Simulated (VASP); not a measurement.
# N (R-3c) in VASP: single point with PBE0

Aim: the single point of N with PBE0.

Everything below comes from runs of VASP 6.6.1. Logs are shortened: lines on timing, memory, paths and dates and some standing lists are left out, and cuts for length are marked.

**1. The cell of the first run**

The structure is trigonal, space group R-3c (No. 167). Conventional cell: a = 9.322 Å, b = 9.322 Å, c = 12.845 Å, α = 90.00°, β = 90.00°, γ = 120.00°. N (site symmetry 1) has 1 N at 1.09 Å within 1.5 Å. N (site symmetry 3) has 1 N at 1.09 Å within 1.5 Å.

**2. Single point, PBE0**

POSCAR reads:

```
N
1.0
    4.6608689493      2.6909539426      4.2815158089
   -4.6608689493      2.6909539426      4.2815158089
    0.0000000000     -5.3819078851      4.2815158089
N
16
Direct
    0.5630846865      0.0410974677      0.7186344374
    0.9589025323      0.2813655626      0.4369153135
    0.7186344374      0.5630846865      0.0410974677
    0.9574486019      0.9574486019      0.9574486019
    0.5410974677      0.0630846865      0.2186344374
    0.7813655626      0.4589025323      0.9369153135
    0.2813655626      0.4369153135      0.9589025323
    0.0425513981      0.0425513981      0.0425513981
    0.4589025323      0.9369153135      0.7813655626
    0.5425513981      0.5425513981      0.5425513981
    0.4369153135      0.9589025323      0.2813655626
    0.4574486019      0.4574486019      0.4574486019
    0.0410974677      0.7186344374      0.5630846865
    0.9369153135      0.7813655626      0.4589025323
    0.2186344374      0.5410974677      0.0630846865
    0.0630846865      0.2186344374      0.5410974677
```

INCAR.step1 reads:

```
PREC = Accurate
ENCUT = 520
EDIFF = 1E-5
ISMEAR = 0
SIGMA = 0.01
LREAL = Auto
LASPH = T
NELM = 60
ALGO = Normal
ISIF = 2
LWAVE = T
GGA = PE
NBANDS = 54
```

INCAR.step2 reads:

```
PREC = Accurate
ENCUT = 520
EDIFF = 1E-6
ISMEAR = 0
SIGMA = 0.01
LREAL = Auto
LASPH = T
NELM = 60
ALGO = Normal
ISIF = 2
LWAVE = F
LCHARG = T
GGA = PE
LHFCALC = T
AEXX = 0.25
PRECFOCK = Fast
LELF = T
LVHAR = T
ISTART = 1
NBANDS = 54
```

KPOINTS reads:

```
Automatic mesh
0
Gamma
  2 2 2
```

Potentials or basis: VASP PAW PBE potentials, release 64 (N).

The run is started by

```console
$ cat potpaw_PBE.64/N/POTCAR > POTCAR
$ cp INCAR.step1 INCAR
$ mpirun -np 1 vasp_std > vasp.out
$ cp INCAR.step2 INCAR
$ mpirun -np 1 vasp_std > vasp.out
```

OUTCAR:

```text
PREC = Accurate
   ENCUT = 520
   EDIFF = 1E-6
   ISMEAR = 0
   LREAL = Auto
   LASPH = T
   NELM = 60
   ISIF = 2
   GGA = PE
   LHFCALC = T
   AEXX = 0.25
   PRECFOCK = Fast
   ISTART = 1

 ion  position               nearest neighbor table
   1  0.563  0.041  0.719-   9 1.09
   2  0.959  0.281  0.437-  16 1.09
   3  0.719  0.563  0.041-   6 1.09
   4  0.957  0.957  0.957-   8 1.09
   5  0.541  0.063  0.219-  11 1.09
   6  0.781  0.459  0.937-   3 1.09
[... 8 lines left out ...]
  15  0.219  0.541  0.063-   7 1.09
  16  0.063  0.219  0.541-   2 1.09

  LATTYP: Found a trigonal (rhomboedric) cell.
 ALAT       =     6.8772312820
 COS(alpha) =     0.0813786820

  Lattice vectors:

 A1 = (   4.6608689493,   2.6909539426,   4.2815158089)
 A2 = (  -4.6608689493,   2.6909539426,   4.2815158089)
 A3 = (   0.0000000000,  -5.3819078851,   4.2815158089)

Analysis of symmetry for initial positions (statically):
=====================================================================
 Subroutine PRICEL returns:
 Original cell was already a primitive cell.

 Routine SETGRP: Setting up the symmetry group for a
 trigonal (rhombohedral) supercell.

 Subroutine GETGRP returns: Found 12 space group operations
 (whereof  6 operations were pure point group operations)
 out of a pool of 12 trial point group operations.

The static configuration has the point symmetry S_6 .
 The point group associated with its full space group is D_3d.

Analysis of symmetry for dynamics (positions and initial velocities):
=====================================================================
 Subroutine PRICEL returns:
 Original cell was already a primitive cell.

 Routine SETGRP: Setting up the symmetry group for a
 trigonal (rhombohedral) supercell.

 Subroutine GETGRP returns: Found 12 space group operations
 (whereof  6 operations were pure point group operations)
 out of a pool of 12 trial point group operations.

The dynamic configuration has the point symmetry S_6 .
 The point group associated with its full space group is D_3d.

 Subroutine INISYM returns: Found 12 space group operations
 (whereof  6 operations are pure point group operations),
 and found     1 'primitive' translations

----------------------------------------------------------------------------------------

                                     Primitive cell

  volume of cell :     322.1973

  direct lattice vectors                    reciprocal lattice vectors
     4.660868949  2.690953943  4.281515809     0.107276134  0.061935905  0.077854047
    -4.660868949  2.690953943  4.281515809    -0.107276134  0.061935905  0.077854047
     0.000000000 -5.381907885  4.281515809     0.000000000 -0.123871809  0.077854047

  length of vectors
     6.877231282  6.877231282  6.877231282     0.146306110  0.146306110  0.146306110

  position of ions in fractional coordinates (direct lattice)
     0.563084686  0.041097468  0.718634437
     0.958902532  0.281365563  0.436915314
     0.718634437  0.563084686  0.041097468
     0.957448602  0.957448602  0.957448602
     0.541097468  0.063084686  0.218634437
     0.781365563  0.458902532  0.936915314
[... 8 lines left out ...]
     0.218634437  0.541097468  0.063084686
     0.063084686  0.218634437  0.541097468

  ion indices of the primitive-cell ions
   primitive index   ion index
                 1           1
                 2           2
                 3           3
                 4           4
                 5           5
                 6           6
[... 8 lines left out ...]
                15          15
                16          16

----------------------------------------------------------------------------------------

 KPOINTS: Automatic mesh

Automatic generation of k-mesh.
 Grid dimensions read from file:
 generate k-points for:    2    2    2

 Generating k-lattice:

  Cartesian coordinates                     Fractional coordinates (reciprocal lattice)
     0.053638067  0.030967952  0.038927024     0.500000000  0.000000000  0.000000000
    -0.053638067  0.030967952  0.038927024     0.000000000  0.500000000  0.000000000
     0.000000000 -0.061935905  0.038927024     0.000000000  0.000000000  0.500000000

  Length of vectors
     0.073153055  0.073153055  0.073153055

  Shift w.r.t. Gamma in fractional coordinates (k-lattice)
     0.000000000  0.000000000  0.000000000

 Subroutine IBZKPT returns following result:
 ===========================================

 Found      4 irreducible k-points:

 Following reciprocal coordinates:
            Coordinates               Weight
  0.000000  0.000000  0.000000      1.000000
  0.500000  0.000000  0.000000      3.000000
  0.500000  0.500000  0.000000      3.000000
  0.500000  0.500000  0.500000      1.000000
   k-points           NKPTS =      4   k-points in BZ     NKDIM =      8   number of bands    NBANDS=     54
   number of dos      NEDOS =    301   number of ions     NIONS =     16
   total plane-waves  NPLWV = 157464
   dimension x,y,z NGX =    54 NGY =   54 NGZ =   54
   dimension x,y,z NGXF=   108 NGYF=  108 NGZF=  108
   ions per type =              16
   NGX,Y,Z   is equivalent  to a cutoff of  13.05, 13.05, 13.05 a.u.
   NGXF,Y,Z  is equivalent  to a cutoff of  26.11, 26.11, 26.11 a.u.
 SYSTEM =  unknown system
   PREC   = accura    normal or accurate (medium, high low for compatibility)
   ISTART =      1    job   : 0-new  1-cont  2-samecut
   ICHARG =      0    charge: 1-file 2-atom 10-const
   ISPIN  =      1    spin polarized calculation?
   LNONCOLLINEAR =      F non collinear calculations
   LSORBIT =      F    spin-orbit coupling
   LASPH  =      T    aspherical Exc in radial PAW
   ENCUT  =  520.0 eV  38.22 Ry    6.18 a.u.  12.79 12.79 12.79*2*pi/ulx,y,z
   NELM   =     60;   NELMIN=  2; NELMDL=  0     # of ELM steps
   EDIFF  = 0.1E-05   stopping-criterion for ELM
   LREAL  =      T    real-space projection
   EDIFFG = 0.1E-04   stopping-criterion for IOM
   NSW    =      0    number of steps for IOM
   IBRION =     -1    ionic relax: 0-MD 1-quasi-New 2-CG
   NFREE  =      0    steps in history (QN), initial steepest desc. (CG)
   ISIF   =      2    stress and relaxation
   ISYM   =      3    0-nonsym 1-usesym 2-fastsym
   POTIM  = 0.5000    time-step for ionic-motion
   TEBEG  =    0.0;   TEEND  =   0.0 temperature during run
   PSTRESS=    0.0 pullay stress
   NELECT =      80.0000    total number of electrons
   NUPDOWN=      -1.0000    fix difference up-down
   EMIN   =  10.00;   EMAX   =-10.00  energy-range for DOS
   EFERMI =   0.00;   METHOD = LEGACY
   ISMEAR =     0;   SIGMA  =   0.01  broadening in eV -4-tet -1-fermi 0-gaus
   EFERMI_NEDOS =   21; number of points for ismear=-14 and -15
   IALGO  =     38    algorithm
   IMIX   =      1    mixing-type and parameters
     AMIX     =   0.40;   BMIX     =  1.00
     AMIX_MAG =   1.60;   BMIX_MAG =  1.00
  volume/ion in A,a.u.               =      20.14       135.89
  Fermi-wavevector in a.u.,A,eV,Ry     =   1.028958  1.944448 14.405221  1.058754
  Thomas-Fermi vector in A             =   2.162981
   LORBIT       =      0    0 simple, 1 ext, 2 COOP (PROOUT), +10 PAW based schemes
   GGA     = PE    functional components
   LHFCALC =     T    Hartree Fock is set to
   PRECFOCK=fast      Normal, Fast or Accurate (Low or Medium for compatibility)
   ENCUT4O =  -1.0   cutoff for four orbital integrals eV
   NKREDX  =     1    reduce k-point grid by
   NKREDY  =     1    reduce k-point grid by
   NKREDZ  =     1    reduce k-point grid by
   AEXX    =    0.2500 exact exchange contribution
   HFSCREEN=    0.0000 screening length (either q_TF or 0.3 A-1)
   HFSCREENC=   0.0000 screening length for correlation (either q_TF or 0.3 A-1)
   ENCUTFOCK=  -1.0 apply spherical cutoff to Coloumb kernel
   IVDW    =     0    specifies the selected vdW correction
   LEPSILON=     F    determine dielectric tensor
   LRPA    =     F    only Hartree local field effects (RPA)
 non-spin polarized calculation
 Gauss-broadening in eV      SIGMA  =   0.01
  energy-cutoff  :      520.00
  volume of cell :      322.20
 maximum number of plane-waves:      8709
 NGX is ok and might be reduce to    54
  NGX = 28; NGY = 28; NGZ = 28

 number of electron      79.9999985 magnetization

 Free energy of the ion-electron system (eV)
  ---------------------------------------------------
  ext. energy  EPLUGINS =         0.00000000
  ---------------------------------------------------
  free energy    TOTEN  =      -173.28807274 eV

  energy without entropy =     -173.28807274  energy(sigma->0) =     -173.28807274

 E-fermi :  -7.7878     XC(G=0):  -5.3701

 val. band max:       -7.9001128968   @ k =   0.0000   0.0000   0.0000
 cond. band min:       2.4671160114   @ k =   0.5000   0.5000   0.0000
 fundamental gap:     10.3672289082
 Fermi energy:        -7.7878244604

 k-point     1 :       0.0000    0.0000    0.0000
  band No.  band energies     occupation
      1     -27.9114      2.00000
      2     -27.8692      2.00000
      3     -27.8692      2.00000
      4     -27.8245      2.00000
      5     -27.8196      2.00000
      6     -27.8196      2.00000
[... 44 lines left out ...]
     51       3.4777      0.00000
     52       3.6676      0.00000

 k-point     2 :       0.5000    0.0000    0.0000
  band No.  band energies     occupation
      1     -27.8866      2.00000
      2     -27.8866      2.00000
      3     -27.8488      2.00000
      4     -27.8488      2.00000
      5     -27.8212      2.00000
      6     -27.8212      2.00000
[... 44 lines left out ...]
     51       3.6713      0.00000
     52       3.6814      0.00000

 k-point     3 :       0.5000    0.5000    0.0000
  band No.  band energies     occupation
      1     -27.8803      2.00000
      2     -27.8584      2.00000
      3     -27.8556      2.00000
      4     -27.8543      2.00000
      5     -27.8404      2.00000
      6     -27.8211      2.00000
[... 44 lines left out ...]
     51       3.5526      0.00000
     52       3.6277      0.00000

 k-point     4 :       0.5000    0.5000    0.5000
  band No.  band energies     occupation
      1     -27.8583      2.00000
      2     -27.8583      2.00000
      3     -27.8461      2.00000
      4     -27.8461      2.00000
      5     -27.8461      2.00000
      6     -27.8461      2.00000
[... 44 lines left out ...]
     51       3.6563      0.00000
     52       3.6564      0.00000
 [bands above 52 left out]

------------------------ aborting loop because EDIFF is reached ----------------------------------------

  FORCE on cell =-STRESS in cart. coord.  units (eV):
  Direction    XX          YY          ZZ          XY          YZ          ZX
  --------------------------------------------------------------------------------------
  -------------------------------------------------------------------------------------
  Total        4.3911548      4.3911548      7.3933607      0.0000000      0.0000000      0.0000000
  in kB       21.8357125     21.8357125     36.7646567      0.0000000      0.0000000      0.0000000
  external PRESSURE =      26.8120272 kB  Pullay stress =       0.0000000 kB

 VOLUME and BASIS-vectors are now :
 -----------------------------------------------------------------------------
  energy-cutoff  :      520.00
  volume of cell :      322.20
      direct lattice vectors                 reciprocal lattice vectors
     4.660868949  2.690953943  4.281515809     0.107276134  0.061935905  0.077854047
    -4.660868949  2.690953943  4.281515809    -0.107276134  0.061935905  0.077854047
     0.000000000 -5.381907885  4.281515809     0.000000000 -0.123871809  0.077854047

 POSITION                                       TOTAL-FORCE (eV/Angst)
 -----------------------------------------------------------------------------------
      2.43291     -2.24180      5.66366         0.002168      1.196343      0.834069
      3.15791      0.98607      7.18089        -1.034980      0.600049     -0.834069
      0.72500      3.22786      5.66366        -1.037147     -0.596294      0.834069
      0.00000      0.00000     12.29799         0.000000     -0.000000     -1.466309
      2.22795      0.44916      3.52290        -0.002168      1.196343      0.834069
      1.50296     -1.70489      9.32165         1.034980      0.600049     -0.834069
[... 8 lines left out ...]
     -1.50296      1.70489      3.52290        -1.034980     -0.600049      0.834069
     -0.72500     -2.15404      3.52290         1.037147     -0.596294      0.834069
 -----------------------------------------------------------------------------------
    total drift:                               -0.000002      0.000008     -0.000001

  FREE ENERGIE OF THE ION-ELECTRON SYSTEM (eV)
  ---------------------------------------------------
  free  energy   TOTEN  =      -173.2880727429 eV

  energy  without entropy=     -173.2880727429  energy(sigma->0) =     -173.28807274
```

Run time: 25 min. Hardware: 1 thread of Intel Xeon Platinum 8375C at 2.90GHz (Ice Lake), shared host; peak memory 0.47 GiB.

Results:

```
Free energy            : -173.2881 eV
Pressure               : 2.7 GPa
Largest force          : 1.466 eV/Å
Band gap on the k mesh : 10.37 eV (least direct gap 10.44 eV)
```

Forces on the atoms (eV/Å):
```
N    0.002  1.196  0.834
N   -1.035  0.600 -0.834
N   -1.037 -0.596  0.834
N    0.000  0.000 -1.466
N   -0.002  1.196  0.834
N    1.035  0.600 -0.834
N    1.037  0.596 -0.834
N    0.000  0.000  1.466
N    0.002 -1.196 -0.834
N    0.000  0.000  1.466
N   -0.002 -1.196 -0.834
N    0.000  0.000 -1.466
N    1.035 -0.600  0.834
N   -1.037  0.596 -0.834
N   -1.035 -0.600  0.834
N    1.037 -0.596  0.834
```

Caveat: the k points lie up to 0.46 Å⁻¹ apart; the standard files for N, O and F lose accuracy on very short bonds; this functional lacks dispersion, which holds the molecules together, so the pressure and a relaxed volume are unreliable; the PAW data sets were made with another functional, which shifts forces and pressure a little.
